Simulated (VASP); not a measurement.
# BaTiO3 (P4mm) in VASP: single point with PBE

Aim: the single point of BaTiO3 with PBE.

Everything below comes from runs of VASP 6.6.1. Logs are shortened: lines on timing, memory, paths and dates and some standing lists are left out, and cuts for length are marked.

## (1) The cell of the first run

Symmetry: P4mm, No. 99, tetragonal system. The conventional cell has a = 3.964 Å, b = 3.964 Å, c = 3.982 Å, α = 90.00°, β = 90.00°, γ = 90.00°. Within 3.6 Å of Ba (site symmetry 4mm) lie 12 O at 2.76 to 2.86 Å and 8 Ti at 3.41 to 3.46 Å. Ti (site symmetry 4mm) has 6 O at 1.88 to 2.11 Å within 2.5 Å. O (site symmetry 4mm) has 2 Ti at 1.88 to 2.11 Å within 2.5 Å. Within 2.6 Å of O (site symmetry 2mm) lie 2 Ti at 1.98 Å.

## (2) Single point, PBE, collinear spin, zero start

INCAR reads:

```
ALGO     = Normal         # electronic algorithm
EDIFF    = 1E-6           # SCF threshold, eV
ENCUT    = 520            # plane-wave cutoff, eV
GGA      = PE             # functional
ISIF     = 2              # what is computed and relaxed
ISMEAR   = 1              # smearing method
ISPIN    = 2              # spin polarisation
LASPH    = True           # aspherical terms in the spheres
LCHARG   = False          # write CHGCAR
LMAXMIX  = 4              # l up to which the mixer works
LORBIT   = 11             # projections on sites
LREAL    = False          # projectors in reciprocal space
LWAVE    = False          # write WAVECAR
MAGMOM   = 0 0 0 0 0 0 0 0 0 0 # initial moments
NBANDS   = 55             # bands
NELM     = 150            # most SCF steps
PREC     = Accurate       # precision mode
SIGMA    = 0.0278         # smearing width, eV
```

KPOINTS reads:

```
k-points
0
Gamma
  4 4 6
```

POSCAR reads:

```
BaTiO3
1.0
   -3.9636749800     -3.9636749800      0.0000000000
   -3.9636749800      3.9636749800      0.0000000000
    0.0000000000      0.0000000000     -3.9817106000
Ba Ti O
2 2 6
Direct
    0.0000000000      0.0000000000      0.0000000000
    0.5000000000      0.5000000000      0.0000000000
    0.0000000000      0.5000000000      0.5100000000
    0.5000000000      0.0000000000      0.5100000000
    0.0000000000      0.5000000000      0.9810000000
    0.5000000000      0.0000000000      0.9810000000
    0.7500000000      0.7500000000      0.4830000000
    0.2500000000      0.2500000000      0.4830000000
    0.7500000000      0.2500000000      0.4830000000
    0.2500000000      0.7500000000      0.4830000000
```

Potentials or basis: VASP PAW PBE potentials, release 64 (Ba_sv, Ti_sv, O).

Run with:

```sh
$ cat potpaw_PBE.64/Ba_sv/POTCAR potpaw_PBE.64/Ti_sv/POTCAR potpaw_PBE.64/O/POTCAR > POTCAR
$ mpirun -np 1 vasp_std > vasp.out
```

OUTCAR:

```text
EDIFF = 1E-6
   ENCUT = 520
   GGA = PE
   ISIF = 2
   ISMEAR = 1
   ISPIN = 2
   LASPH = True
   LORBIT = 11
   LREAL = False
   NELM = 150
   PREC = Accurate

 ion  position               nearest neighbor table
   1  0.000  0.000  0.000-   7 2.76   8 2.76   9 2.76  10 2.76   5 2.80   6 2.80   5 2.80   6 2.80
                             9 2.86  10 2.86   7 2.86   8 2.86   3 3.41   3 3.41   4 3.41   4 3.41
   2  0.500  0.500  0.000-   7 2.76   8 2.76   9 2.76  10 2.76   5 2.80   6 2.80   6 2.80   5 2.80
                             9 2.86  10 2.86   7 2.86   8 2.86   4 3.41   3 3.41   3 3.41   4 3.41
   3  0.000  0.500  0.510-   5 1.88   7 1.98   8 1.98   9 1.98  10 1.98   5 2.11   1 3.41   2 3.41
                             1 3.41   2 3.41   2 3.46   1 3.46   1 3.46   2 3.46
   4  0.500  0.000  0.510-   6 1.88   7 1.98   8 1.98   9 1.98  10 1.98   6 2.11   1 3.41   2 3.41
                             2 3.41   1 3.41   2 3.46   2 3.46   1 3.46   1 3.46
   5  0.000  0.500  0.981-   3 1.88   3 2.11   2 2.80   1 2.80   1 2.80   2 2.80
   6  0.500  0.000  0.981-   4 1.88   4 2.11   2 2.80   1 2.80   2 2.80   1 2.80
   7  0.750  0.750  0.483-   3 1.98   4 1.98   1 2.76   2 2.76   1 2.86   2 2.86
   8  0.250  0.250  0.483-   3 1.98   4 1.98   1 2.76   2 2.76   1 2.86   2 2.86
   9  0.750  0.250  0.483-   3 1.98   4 1.98   1 2.76   2 2.76   1 2.86   2 2.86
  10  0.250  0.750  0.483-   3 1.98   4 1.98   1 2.76   2 2.76   1 2.86   2 2.86
[... 7 lines left out ...]
 A1 = (  -3.9636749800,  -3.9636749800,   0.0000000000)
 A2 = (  -3.9636749800,   3.9636749800,   0.0000000000)
 A3 = (   0.0000000000,   0.0000000000,  -3.9817106000)

Analysis of symmetry for initial positions (statically):
=====================================================================
 Subroutine PRICEL returns following result:

  LATTYP: Found a simple tetragonal cell.
 ALAT       =     3.9636749800
 C/A-ratio  =     1.0045502268
[... 12 lines left out ...]
 Subroutine GETGRP returns: Found  8 space group operations
 (whereof  8 operations were pure point group operations)
 out of a pool of 16 trial point group operations.

The static configuration has the point symmetry C_4v.

Analysis of symmetry for dynamics (positions and initial velocities):
=====================================================================
 Subroutine PRICEL returns following result:

  LATTYP: Found a simple tetragonal cell.
 ALAT       =     3.9636749800
 C/A-ratio  =     1.0045502268
[... 12 lines left out ...]
 Subroutine GETGRP returns: Found  8 space group operations
 (whereof  8 operations were pure point group operations)
 out of a pool of 16 trial point group operations.

The dynamic configuration has the point symmetry C_4v.

Analysis of structural, dynamic, and magnetic symmetry:
=====================================================================
 Subroutine PRICEL returns following result:

  LATTYP: Found a simple tetragonal cell.
 ALAT       =     3.9636749800
 C/A-ratio  =     1.0045502268
[... 12 lines left out ...]
 Subroutine GETGRP returns: Found  8 space group operations
 (whereof  8 operations were pure point group operations)
 out of a pool of 16 trial point group operations.

The overall configuration has the point symmetry C_4v.

 Subroutine INISYM returns: Found  8 space group operations
 (whereof  8 operations are pure point group operations),
 and found     2 'primitive' translations

----------------------------------------------------------------------------------------

                                     Primitive cell

  volume of cell :      62.5555

  direct lattice vectors                    reciprocal lattice vectors
     0.000000000 -3.963674980  0.000000000     0.000000000 -0.252291120  0.000000000
    -3.963674980  0.000000000  0.000000000    -0.252291120  0.000000000  0.000000000
     0.000000000  0.000000000 -3.981710600     0.000000000  0.000000000 -0.251148338

  length of vectors
     3.963674980  3.963674980  3.981710600     0.252291120  0.252291120  0.251148338

  position of ions in fractional coordinates (direct lattice)
     0.000000000  0.000000000  0.000000000
     0.500000000  0.500000000  0.510000000
     0.500000000  0.500000000  0.981000000
     0.000000000  0.500000000  0.483000000
     0.500000000  0.000000000  0.483000000

  ion indices of the primitive-cell ions
   primitive index   ion index
                 1           1
                 2           3
                 3           5
                 4           7
                 5           9

----------------------------------------------------------------------------------------
[... 70 lines left out ...]
   LREAL  =      F    real-space projection
   EDIFFG = 0.1E-04   stopping-criterion for IOM
   NSW    =      0    number of steps for IOM
   IBRION =     -1    ionic relax: 0-MD 1-quasi-New 2-CG
   NFREE  =      0    steps in history (QN), initial steepest desc. (CG)
   ISIF   =      2    stress and relaxation
   ISYM   =      2    0-nonsym 1-usesym 2-fastsym
   POTIM  = 0.5000    time-step for ionic-motion
   TEBEG  =    0.0;   TEEND  =   0.0 temperature during run
   PSTRESS=    0.0 pullay stress
   NELECT =      80.0000    total number of electrons
   NUPDOWN=      -1.0000    fix difference up-down
   EMIN   =  10.00;   EMAX   =-10.00  energy-range for DOS
   EFERMI =   0.00;   METHOD = LEGACY
   ISMEAR =     1;   SIGMA  =   0.03  broadening in eV -4-tet -1-fermi 0-gaus
   EFERMI_NEDOS =   21; number of points for ismear=-14 and -15
   IALGO  =     38    algorithm
   IMIX   =      4    mixing-type and parameters
     AMIX     =   0.40;   BMIX     =  1.00
     AMIX_MAG =   1.60;   BMIX_MAG =  1.00
  volume/ion in A,a.u.               =      12.51        84.43
  Fermi-wavevector in a.u.,A,eV,Ry     =   1.410391  2.665253 27.064753  1.989203
  Thomas-Fermi vector in A             =   2.532350
   LORBIT       =     11    0 simple, 1 ext, 2 COOP (PROOUT), +10 PAW based schemes
   GGA     = PE    functional components
   LHFCALC =     F    Hartree Fock is set to
   AEXX    =    0.0000 exact exchange contribution
   IVDW    =     0    specifies the selected vdW correction
   LEPSILON=     F    determine dielectric tensor
   LRPA    =     F    only Hartree local field effects (RPA)
 spin polarized calculation
 Methfessel and Paxton  Order N= 1 SIGMA  =   0.03
  energy-cutoff  :      520.00
  volume of cell :      125.11
 maximum number of plane-waves:      3411
 NGX is ok and might be reduce to    42
   NGX = 21   NGY = 21   NGZ = 15

 number of electron      79.9999960 magnetization       0.0000012

 number of electron      79.9999960 magnetization      -0.0000020

 Free energy of the ion-electron system (eV)
  ---------------------------------------------------
  ext. energy  EPLUGINS =         0.00000000
  ---------------------------------------------------
  free energy    TOTEN  =       -79.81452560 eV

  energy without entropy =      -79.81457907  energy(sigma->0) =      -79.81454342

 E-fermi :   4.0790     XC(G=0): -11.3864

 val. band max:        4.0606999836   @ k =   0.0000   0.0000   0.5000
 cond. band min:       5.8846191481   @ k =   0.0000   0.0000   0.0000
 fundamental gap:      1.8239191645
 Fermi energy:         4.0790051259

 spin component 1

 k-point     1 :       0.0000    0.0000    0.0000
  band No.  band energies     occupation
      1     -52.4280      1.00000
      2     -52.4256      1.00000
      3     -28.7103      1.00000
      4     -28.7103      1.00000
      5     -28.6871      1.00000
      6     -28.6823      1.00000
[... 1309 lines left out ...]
     51      12.0041      0.00000
     52      12.0041      0.00000
 Fermi energy:         4.0790051259

 spin component 2

 k-point     1 :       0.0000    0.0000    0.0000
  band No.  band energies     occupation
      1     -52.4280      1.00000
      2     -52.4256      1.00000
      3     -28.7103      1.00000
      4     -28.7103      1.00000
      5     -28.6870      1.00000
      6     -28.6823      1.00000
[... 1309 lines left out ...]
     51      12.0041      0.00000
     52      12.0041      0.00000
 [bands above 52 left out]

------------------------ aborting loop because EDIFF is reached ----------------------------------------

  FORCE on cell =-STRESS in cart. coord.  units (eV):
  Direction    XX          YY          ZZ          XY          YZ          ZX
  --------------------------------------------------------------------------------------
  -------------------------------------------------------------------------------------
  Total        7.0662268      7.0662268      7.8788218      0.0000000      0.0000000      0.0000000
  in kB       90.4903771     90.4903771    100.8965003      0.0000000      0.0000000      0.0000000
  external PRESSURE =      93.9590848 kB  Pullay stress =       0.0000000 kB

 VOLUME and BASIS-vectors are now :
 -----------------------------------------------------------------------------
  energy-cutoff  :      520.00
  volume of cell :      125.11
      direct lattice vectors                 reciprocal lattice vectors
    -3.963674980 -3.963674980  0.000000000    -0.126145560 -0.126145560  0.000000000
    -3.963674980  3.963674980  0.000000000    -0.126145560  0.126145560  0.000000000
     0.000000000  0.000000000 -3.981710600     0.000000000  0.000000000 -0.251148338

 POSITION                                       TOTAL-FORCE (eV/Angst)
 -----------------------------------------------------------------------------------
      0.00000      0.00000      0.00000         0.000000      0.000000      0.102896
     -3.96367      0.00000      0.00000        -0.000000     -0.000000      0.102896
     -1.98184      1.98184     -2.03067         0.000000      0.000000      0.017009
     -1.98184     -1.98184     -2.03067        -0.000000      0.000000      0.017009
     -1.98184      1.98184     -3.90606         0.000000      0.000000      0.100535
     -1.98184     -1.98184     -3.90606        -0.000000      0.000000      0.100535
     -5.94551      0.00000     -1.92317        -0.000000      0.000000     -0.110220
     -1.98184      0.00000     -1.92317        -0.000000      0.000000     -0.110220
     -3.96367     -1.98184     -1.92317         0.000000     -0.000000     -0.110220
     -3.96367      1.98184     -1.92317         0.000000     -0.000000     -0.110220
 -----------------------------------------------------------------------------------
    total drift:                                0.000000      0.000000      0.001507

  FREE ENERGIE OF THE ION-ELECTRON SYSTEM (eV)
  ---------------------------------------------------
  free  energy   TOTEN  =       -79.8145256017 eV

  energy  without entropy=      -79.8145790698  energy(sigma->0) =      -79.81454342

 total charge

# of ion       s       p       d       tot
------------------------------------------
    1        2.010   5.657   0.350   8.017
    2        2.010   5.657   0.350   8.017
    3        2.220   6.288   1.750  10.258
    4        2.220   6.288   1.750  10.258
    5        1.568   3.482   0.000   5.050
    6        1.568   3.482   0.000   5.050
    7        1.565   3.482   0.000   5.047
    8        1.565   3.482   0.000   5.047
    9        1.565   3.482   0.000   5.047
   10        1.565   3.482   0.000   5.047
--------------------------------------------------
tot         17.856  44.781   4.200  66.837

 magnetization (x)

# of ion       s       p       d       tot
------------------------------------------
    1       -0.000  -0.000   0.000  -0.000
    2       -0.000  -0.000   0.000  -0.000
    3       -0.000   0.000   0.000   0.000
    4       -0.000   0.000   0.000   0.000
    5        0.000  -0.000   0.000  -0.000
    6        0.000  -0.000   0.000  -0.000
    7       -0.000  -0.000   0.000  -0.000
    8       -0.000  -0.000   0.000  -0.000
    9       -0.000  -0.000   0.000  -0.000
   10       -0.000  -0.000   0.000  -0.000
--------------------------------------------------
tot         -0.000  -0.000   0.000  -0.000
```

It took 5.5 min on 1 thread of AMD EPYC 7R13, shared host; peak memory 0.42 GiB.

Results:

```yaml
Free_energy: -79.8145 eV
Pressure: 9.4 GPa
Largest_force: 0.110 eV/Å
Band_gap_on_the_k_mesh: 1.82 eV
Net_moment: 0.00 μB per cell
Valence_electrons_inside_the_program's_atomic_spheres: Ba 8.02; Ti 10.26; O 5.05
```

Forces on the atoms (eV/Å):
```
Ba   0.000  0.000  0.103
Ba   0.000  0.000  0.103
Ti   0.000  0.000  0.017
Ti   0.000  0.000  0.017
O    0.000  0.000  0.101
O    0.000  0.000  0.101
O    0.000  0.000 -0.110
O    0.000  0.000 -0.110
O    0.000  0.000 -0.110
O    0.000  0.000 -0.110
```

Caveat: spin-orbit coupling is left out, which moves the levels of the heavy elements.
